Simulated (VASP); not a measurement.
## Pt: single point with PBE

Pt:

```
Pt
1.0
     0.00000    1.96090    1.96090
     1.96090    0.00000    1.96090
     1.96090    1.96090    0.00000
Pt
1
Direct
  0.00000 0.00000 0.00000
```

- Program: VASP 6.6.1
- Task: single point
- Functional: PBE
- Potentials or basis: VASP PAW PBE potentials, release 64 (Pt)
- Cutoff: 500 eV
- k mesh: 9 × 9 × 9
- Occupations: methfessel-paxton, width 0.1 eV
- Spin: no spin polarisation
- Dipole correction: no
- Further INCAR settings: ALGO = Normal; EDIFF = 1e-06; NBANDS = 11

- Pressure: 9.0 GPa
- Band gap on the k mesh: zero (band 5 reaches 11.62 eV, above the bottom of band 6 at 9.55 eV)

Levels at points of the mesh, in eV from the Fermi level:
| k point | band 1 | band 2 | band 3 | band 4 | band 5 | band 6 | band 7 | band 8 | band 9 | band 10 |
| --- | --- | --- | --- | --- | --- | --- | --- | --- | --- | --- |
| (0.00, 0.00, 0.00) | -10.22 | -3.79 | -3.79 | -3.79 | -1.64 | -1.64 | 14.63 | 19.60 | 19.60 | 19.60 |

Run time: 7.8 s on 1 thread of Intel(R) Xeon(R) Platinum 8375C CPU @ 2.90GHz (Ice Lake), on a shared host, peak memory 0.12 GiB.

Caveat: spin-orbit coupling is left out, which moves the levels of the heavy elements.
